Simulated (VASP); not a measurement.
Bi, 1 atom in the cell. It takes space group Im-3m (No. 229, cubic). The conventional cell has a = 3.963 Å, b = 3.963 Å, c = 3.963 Å, α = 90.00°, β = 90.00°, γ = 90.00°. Within 4.5 Å of Bi (site symmetry m-3m) lie 14 Bi at 3.43 to 3.96 Å. 

```yaml
Program: VASP 6.6.1
Task: relaxation of cell and atoms
Functional: PBEsol
Potentials_or_basis: VASP PAW PBE potentials, release 64 (Bi_d)
Cutoff: 600 eV
k_mesh: 22 × 22 × 22
Occupations: gaussian, width 0.03 eV
Spin: no spin polarisation
Target_pressure: 10.1 GPa
Dipole_correction: no
Further_INCAR_settings: ALGO = Normal; EDIFF = 1e-06; IBRION = 2; EDIFFG = -0.002; NSW = 100; ISIF = 3
```

Potentials or basis: VASP PAW PBE potentials, release 64 (Bi_d).

Run with:

```bash
$ cat potpaw_PBE.64/Bi_d/POTCAR > POTCAR
$ mpirun -np 1 vasp_std > vasp.out
```

Hardware: 1 thread of AMD EPYC 7R43 64-Core Processor (Zen 3) (shared host).

Task: Estimate the wall time of this run.

Result: Wall time 8.8 min on 1 thread of AMD EPYC 7R43 64-Core Processor (Zen 3), on a shared host, peak memory 0.25 GiB. Counts: scf iterations 55, k points 328, ion steps 7.
